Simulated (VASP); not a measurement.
# WSe2 (P-3m1) in VASP: further runs

WSe2 is run at these levels: PBEsol; tasks: single point.

All numbers are computed with VASP 6.6.1; they aren't measurements. Logs are shortened: lines on timing, memory, paths and dates and some standing lists are left out, and cuts for length are marked.

## 1. The cell of the first run

It takes space group P-3m1 (No. 164, trigonal). The conventional cell has a = 3.271 Å, b = 3.271 Å, c = 12.921 Å, α = 90.00°, β = 90.00°, γ = 120.00°. W (site symmetry 3m) has 6 Se at 2.52 Å and 6 W at 3.27 Å within 3.3 Å. Se (site symmetry 3m) has 3 W at 2.52 Å and 6 Se at 3.27 Å within 3.3 Å. Se (site symmetry 3m) has 3 W at 2.52 Å and 6 Se at 3.27 Å within 3.3 Å.

## 2. Single point, PBEsol

Input file INCAR:

```
SYSTEM = WSe2
PREC     = Accurate       ! precision mode
ENCUT    = 520            ! plane-wave cutoff, eV
EDIFF    = 1E-6           ! SCF threshold, eV
ISMEAR   = 0              ! smearing method
SIGMA    = 0.05           ! smearing width, eV
LREAL    = .FALSE.        ! projectors in reciprocal space
LASPH    = .TRUE.         ! aspherical terms in the spheres
NELM     = 60             ! most SCF steps
ALGO     = Normal         ! electronic algorithm
ISIF     = 2              ! what is computed and relaxed
LWAVE    = .FALSE.        ! write WAVECAR
LCHARG   = .FALSE.        ! write CHGCAR
GGA      = PS             ! functional
NBANDS   = 35             ! bands
```

Input file KPOINTS:

```
regular mesh
0
G
  9 9 2
  0 0 0
```

Input file POSCAR:

```
WSe2
1.0
   -3.2711504052      0.0000000000      0.0000000000
   -1.6355752026     -2.8328993505      0.0000000000
    0.0000000000      0.0000000000     12.9206689562
W Se
2 4
Direct
    0.3333333333      0.3333333333      0.7674139590
    0.6666666667      0.6666666667      0.2558046530
    0.3333333333      0.3333333333      0.1262510370
    0.6666666667      0.6666666667      0.6378603430
    0.3333333333      0.3333333333      0.3853582691
    0.6666666667      0.6666666667      0.8969675751
```

Potentials or basis: VASP PAW PBE potentials, release 64 (W_sv, Se).

Launch:

```console
$ cat potpaw_PBE.64/W_sv/POTCAR potpaw_PBE.64/Se/POTCAR > POTCAR
$ mpirun -np 1 vasp_std > vasp.out
```

OUTCAR:

```text
SYSTEM = WSe2
   PREC = Accurate
   ENCUT = 520
   EDIFF = 1E-6
   ISMEAR = 0
   LREAL = .FALSE.
   LASPH = .TRUE.
   NELM = 60
   ISIF = 2
   GGA = PS

 ion  position               nearest neighbor table
   1  0.333  0.333  0.767-   4 2.52   4 2.52   4 2.52   6 2.52   6 2.52   6 2.52
   2  0.667  0.667  0.256-   3 2.52   3 2.52   3 2.52   5 2.52   5 2.52   5 2.52
   3  0.333  0.333  0.126-   2 2.52   2 2.52   2 2.52
   4  0.667  0.667  0.638-   1 2.52   1 2.52   1 2.52
   5  0.333  0.333  0.385-   2 2.52   2 2.52   2 2.52
   6  0.667  0.667  0.897-   1 2.52   1 2.52   1 2.52

  LATTYP: Found a hexagonal cell.
 ALAT       =     3.2711504052
 C/A-ratio  =     3.9498853173

  Lattice vectors:

 A1 = (   1.6355752026,   2.8328993505,   0.0000000000)
 A2 = (  -3.2711504052,   0.0000000000,   0.0000000000)
 A3 = (   0.0000000000,   0.0000000000,  12.9206689562)

Analysis of symmetry for initial positions (statically):
=====================================================================
 Subroutine PRICEL returns:
 Original cell was already a primitive cell.

 Routine SETGRP: Setting up the symmetry group for a
 hexagonal supercell.

 Subroutine GETGRP returns: Found 12 space group operations
 (whereof  6 operations were pure point group operations)
 out of a pool of 24 trial point group operations.

The static configuration has the point symmetry C_3v.
 The point group associated with its full space group is D_3d.

Analysis of symmetry for dynamics (positions and initial velocities):
=====================================================================
 Subroutine PRICEL returns:
 Original cell was already a primitive cell.

 Routine SETGRP: Setting up the symmetry group for a
 hexagonal supercell.

 Subroutine GETGRP returns: Found 12 space group operations
 (whereof  6 operations were pure point group operations)
 out of a pool of 24 trial point group operations.

The dynamic configuration has the point symmetry C_3v.
 The point group associated with its full space group is D_3d.

 Subroutine INISYM returns: Found 12 space group operations
 (whereof  6 operations are pure point group operations),
 and found     1 'primitive' translations

----------------------------------------------------------------------------------------

                                     Primitive cell

  volume of cell :     119.7338

[... 96 lines left out ...]
   LREAL  =      F    real-space projection
   EDIFFG = 0.1E-04   stopping-criterion for IOM
   NSW    =      0    number of steps for IOM
   IBRION =     -1    ionic relax: 0-MD 1-quasi-New 2-CG
   NFREE  =      0    steps in history (QN), initial steepest desc. (CG)
   ISIF   =      2    stress and relaxation
   ISYM   =      2    0-nonsym 1-usesym 2-fastsym
   POTIM  = 0.5000    time-step for ionic-motion
   TEBEG  =    0.0;   TEEND  =   0.0 temperature during run
   PSTRESS=    0.0 pullay stress
   NELECT =      52.0000    total number of electrons
   NUPDOWN=      -1.0000    fix difference up-down
   EMIN   =  10.00;   EMAX   =-10.00  energy-range for DOS
   EFERMI =   0.00;   METHOD = LEGACY
   ISMEAR =     0;   SIGMA  =   0.05  broadening in eV -4-tet -1-fermi 0-gaus
   EFERMI_NEDOS =   21; number of points for ismear=-14 and -15
   IALGO  =     38    algorithm
   IMIX   =      4    mixing-type and parameters
     AMIX     =   0.40;   BMIX     =  1.00
     AMIX_MAG =   1.60;   BMIX_MAG =  1.00
  volume/ion in A,a.u.               =      19.96       134.67
  Fermi-wavevector in a.u.,A,eV,Ry     =   1.239758  2.342804 20.912167  1.537001
  Thomas-Fermi vector in A             =   2.374228
   LORBIT       =      0    0 simple, 1 ext, 2 COOP (PROOUT), +10 PAW based schemes
   GGA     = PS    functional components
   LHFCALC =     F    Hartree Fock is set to
   AEXX    =    0.0000 exact exchange contribution
   IVDW    =     0    specifies the selected vdW correction
   LEPSILON=     F    determine dielectric tensor
   LRPA    =     F    only Hartree local field effects (RPA)
 non-spin polarized calculation
 Gauss-broadening in eV      SIGMA  =   0.05
  energy-cutoff  :      520.00
  volume of cell :      119.73
 maximum number of plane-waves:      3264
   NGX = 13   NGY = 13   NGZ = 49

 number of electron      51.9999996 magnetization

 Free energy of the ion-electron system (eV)
  ---------------------------------------------------
  ext. energy  EPLUGINS =         0.00000000
  ---------------------------------------------------
  free energy    TOTEN  =       -46.53352880 eV

  energy without entropy =      -46.53352880  energy(sigma->0) =      -46.53352880

 E-fermi :   6.7506     XC(G=0): -10.9892

 val. band max:        6.3197767016   @ k =   0.0000   0.0000   0.0000
 cond. band min:       7.3177490261   @ k =   0.3333   0.1111   0.0000
 fundamental gap:      0.9979723245
 Fermi energy:         6.7506413423

 k-point     1 :       0.0000    0.0000    0.0000
  band No.  band energies     occupation
      1     -67.9607      2.00000
      2     -67.9607      2.00000
      3     -32.2257      2.00000
      4     -32.2256      2.00000
      5     -32.0772      2.00000
      6     -32.0772      2.00000
[... 901 lines left out ...]
     34      10.7011      0.00000
     35      12.5098      0.00000

------------------------ aborting loop because EDIFF is reached ----------------------------------------

  FORCE on cell =-STRESS in cart. coord.  units (eV):
  Direction    XX          YY          ZZ          XY          YZ          ZX
  --------------------------------------------------------------------------------------
  -------------------------------------------------------------------------------------
  Total        0.3669907      0.3669907      0.9733636     -0.0000000      0.0000000      0.0000000
  in kB        4.9107637      4.9107637     13.0247393     -0.0000000      0.0000000      0.0000000
  external PRESSURE =       7.6154222 kB  Pullay stress =       0.0000000 kB

 VOLUME and BASIS-vectors are now :
 -----------------------------------------------------------------------------
  energy-cutoff  :      520.00
  volume of cell :      119.73
      direct lattice vectors                 reciprocal lattice vectors
    -3.271150405  0.000000000  0.000000000    -0.305702849  0.176497622  0.000000000
    -1.635575203 -2.832899350  0.000000000     0.000000000 -0.352995245  0.000000000
     0.000000000  0.000000000 12.920668956     0.000000000  0.000000000  0.077395374

 POSITION                                       TOTAL-FORCE (eV/Angst)
 -----------------------------------------------------------------------------------
     -1.63558     -0.94430      9.91550         0.000000     -0.000000     -0.042740
     -3.27115     -1.88860      3.30517         0.000000      0.000000      0.042740
     -1.63558     -0.94430      1.63125        -0.000000      0.000000      0.023373
     -3.27115     -1.88860      8.24158         0.000000      0.000000     -0.064337
     -1.63558     -0.94430      4.97909        -0.000000     -0.000000      0.064337
     -3.27115     -1.88860     11.58942         0.000000     -0.000000     -0.023373
 -----------------------------------------------------------------------------------
    total drift:                                0.000000      0.000000     -0.000071

  FREE ENERGIE OF THE ION-ELECTRON SYSTEM (eV)
  ---------------------------------------------------
  free  energy   TOTEN  =       -46.5335287976 eV

  energy  without entropy=      -46.5335287976  energy(sigma->0) =      -46.53352880
```

OSZICAR:

```text
N       E                     dE             d eps       ncg     rms          rms(c)
DAV:   1     0.500980677351E+03    0.50098E+03   -0.27649E+04  1856   0.145E+03
DAV:   2    -0.159929514882E+02   -0.51697E+03   -0.49884E+03  1952   0.396E+02
DAV:   3    -0.477665064859E+02   -0.31774E+02   -0.31231E+02  2036   0.918E+01
DAV:   4    -0.484705386243E+02   -0.70403E+00   -0.70029E+00  2010   0.140E+01
DAV:   5    -0.484797273738E+02   -0.91887E-02   -0.91817E-02  1961   0.173E+00    0.313E+01
DAV:   6    -0.469404245750E+02    0.15393E+01   -0.54916E+00  1864   0.155E+01    0.112E+01
DAV:   7    -0.467120264879E+02    0.22840E+00   -0.26998E+00  1784   0.771E+00    0.563E+00
DAV:   8    -0.465341410460E+02    0.17789E+00   -0.39062E-01  1889   0.423E+00    0.127E+00
DAV:   9    -0.465353841328E+02   -0.12431E-02   -0.56808E-02  1985   0.112E+00    0.877E-01
DAV:  10    -0.465336051500E+02    0.17790E-02   -0.12671E-02  1896   0.761E-01    0.155E-01
DAV:  11    -0.465335796932E+02    0.25457E-04   -0.16226E-03  1867   0.256E-01    0.178E-01
DAV:  12    -0.465335371710E+02    0.42522E-04   -0.58101E-05  1943   0.486E-02    0.112E-01
DAV:  13    -0.465335283795E+02    0.87915E-05   -0.70682E-05  1861   0.514E-02    0.760E-03
DAV:  14    -0.465335287976E+02   -0.41803E-06   -0.45318E-06  1813   0.113E-02
   1 F= -.46533529E+02 E0= -.46533529E+02  d E =-.979840E-36
```

Wall time 33 s (1 thread of Intel Xeon 6975P-C (Granite Rapids), shared host); peak memory 0.26 GiB.

What came out:

* Free energy: -46.5335 eV
* Pressure: 0.8 GPa
* Largest force: 0.064 eV/Å
* Band gap on the k mesh: 1.00 eV, indirect (least direct gap 1.57 eV)

Forces in eV/Å, atoms in the order of the input:
```
W    0.000  0.000 -0.043
W    0.000  0.000  0.043
Se   0.000  0.000  0.023
Se   0.000  0.000 -0.064
Se   0.000  0.000  0.064
Se   0.000  0.000 -0.023
```

Levels at points of the mesh, in eV from the valence-band top:
```
           k point  band 23  band 24  band 25  band 26  band 27  band 28  band 29  band 30
(0.00, 0.00, 0.00)    -1.49    -1.21    -1.07     0.00     2.66     2.66     2.72     2.72
(0.00, 0.00, 0.50)    -1.51    -1.51    -0.35    -0.13     2.66     2.66     2.69     2.69
```

Caveat: the PAW data sets were made with another functional, which shifts forces and pressure a little; spin-orbit coupling is left out, which moves the levels of the heavy elements; this functional lacks dispersion, which binds the layers, so the pressure and a relaxed spacing across them are unreliable. A k mesh can miss the band edges.

## 3. Single point, PBEsol

This run uses another cell than the first one, of 20.81 Å³/atom, 1.043 times its volume.

Input file INCAR:

```
PREC     = Accurate       # precision mode
ENCUT    = 520            # plane-wave cutoff, eV
EDIFF    = 1E-6           # SCF threshold, eV
ISMEAR   = 0              # smearing method
SIGMA    = 0.05           # smearing width, eV
LREAL    = False          # projectors in reciprocal space
LASPH    = True           # aspherical terms in the spheres
NELM     = 60             # most SCF steps
ALGO     = Normal         # electronic algorithm
ISIF     = 2              # what is computed and relaxed
LWAVE    = False          # write WAVECAR
LCHARG   = True           # write CHGCAR
GGA      = PS             # functional
LELF     = True           # ELF
LVHAR    = True         
NBANDS   = 35             # bands
```

Input file KPOINTS:

```
regular mesh
0
Gamma
  9 9 2
```

Input file POSCAR:

```
WSe2
1.0
   -3.2711504052      0.0000000000      0.0000000000
   -1.6355752026     -2.8328993505      0.0000000000
    0.0000000000      0.0000000000     13.4706689562
W Se
2 4
Direct
    0.3333333333      0.3333333333      0.7360808694
    0.6666666667      0.6666666667      0.2453602898
    0.3333333333      0.3333333333      0.1210962766
    0.6666666667      0.6666666667      0.6118168562
    0.3333333333      0.3333333333      0.3696243030
    0.6666666667      0.6666666667      0.8603448826
```

Potentials or basis: VASP PAW PBE potentials, release 64 (W_sv, Se).

Launch:

```console
$ cat potpaw_PBE.64/W_sv/POTCAR potpaw_PBE.64/Se/POTCAR > POTCAR
$ mpirun -np 1 vasp_std > vasp.out
```

Wall time 37 s (1 thread of Intel Xeon 6975P-C (Granite Rapids), shared host); peak memory 0.28 GiB.

Results (log left out):

| Quantity | Value |
| --- | --- |
| Free energy | -46.5457 eV |
| Pressure | 0.3 GPa |
| Largest force | 0.082 eV/Å |
| Band gap on the k mesh | 1.21 eV, indirect (least direct gap 1.61 eV) |

Forces on the atoms (eV/Å):
```
W    0.000  0.000  0.017
W    0.000  0.000 -0.017
Se   0.000  0.000 -0.082
Se   0.000  0.000 -0.067
Se   0.000  0.000  0.067
Se   0.000  0.000  0.082
```

Levels at points of the mesh, in eV from the valence-band top:
```tsv
k point	band 24	band 25	band 26	band 27	band 28	band 29
(0.00, 0.00, 0.00)	-1.29	-1.01	0.00	2.86	2.86	2.89
(0.00, 0.00, 0.50)	-1.35	-0.32	-0.18	2.86	2.86	2.88
```

Caveat: the PAW data sets were made with another functional, which shifts forces and pressure a little; spin-orbit coupling is left out, which moves the levels of the heavy elements; this functional lacks dispersion, which binds the layers, so the pressure and a relaxed spacing across them are unreliable. As with any semilocal functional, this PBEsol gap is likely too small.

## 4. Single point, PBEsol

This run uses another cell than the first one, of 21.19 Å³/atom, 1.062 times its volume.

Input file INCAR:

```
SYSTEM = WSe2
ALGO     = Normal         ! electronic algorithm
EDIFF    = 1E-6           ! SCF threshold, eV
ENCUT    = 520            ! plane-wave cutoff, eV
GGA      = PS             ! functional
ISIF     = 2              ! what is computed and relaxed
ISMEAR   = 0              ! smearing method
LASPH    = .TRUE.         ! aspherical terms in the spheres
LCHARG   = .FALSE.        ! write CHGCAR
LREAL    = .FALSE.        ! projectors in reciprocal space
LWAVE    = .FALSE.        ! write WAVECAR
NBANDS   = 35             ! bands
NELM     = 60             ! most SCF steps
PREC     = Accurate       ! precision mode
SIGMA    = 0.05           ! smearing width, eV
```

Input file KPOINTS:

```
k-points
0
G
  9 9 2
  0 0 0
```

Input file POSCAR:

```
WSe2
1.0
   -3.2711504052      0.0000000000      0.0000000000
   -1.6355752026     -2.8328993505      0.0000000000
    0.0000000000      0.0000000000     13.7206689562
W Se
2 4
Direct
    0.3333333333      0.3333333333      0.7226689711
    0.6666666667      0.6666666667      0.2408896570
    0.3333333333      0.3333333333      0.1188898194
    0.6666666667      0.6666666667      0.6006691334
    0.3333333333      0.3333333333      0.3628894947
    0.6666666667      0.6666666667      0.8446688087
```

Launch:

```console
$ cat potpaw_PBE.64/W_sv/POTCAR potpaw_PBE.64/Se/POTCAR > POTCAR
$ mpirun -np 1 vasp_std > vasp.out
```

It took 40 s on 1 thread of Intel Xeon 6975P-C (Granite Rapids), shared host; peak memory 0.28 GiB.

The run converged. Its results:

```yaml
Free_energy: -46.5370 eV
Pressure: 0.3 GPa
Largest_force: 0.077 eV/Å
Band_gap_on_the_k_mesh: 1.27 eV, indirect (least direct gap 1.62 eV)
```

Forces on the atoms (eV/Å):
```
W    0.000  0.000  0.026
W    0.000  0.000 -0.026
Se   0.000  0.000 -0.077
Se   0.000  0.000 -0.067
Se   0.000  0.000  0.067
Se   0.000  0.000  0.077
```

Levels at points of the mesh, in eV from the valence-band top:
```tsv
k point	band 24	band 25	band 26	band 27	band 28	band 29
(0.00, 0.00, 0.00)	-1.30	-0.95	0.00	2.90	2.90	2.93
(0.00, 0.00, 0.50)	-1.31	-0.39	-0.15	2.90	2.90	2.92
```

Caveat: the PAW data sets were made with another functional, which shifts forces and pressure a little; spin-orbit coupling is left out, which moves the levels of the heavy elements; this functional lacks dispersion, which binds the layers, so the pressure and a relaxed spacing across them are unreliable. A hybrid or GW would open this gap; PBEsol tends to underestimate it.

(Part 1 of 2 ends here.)
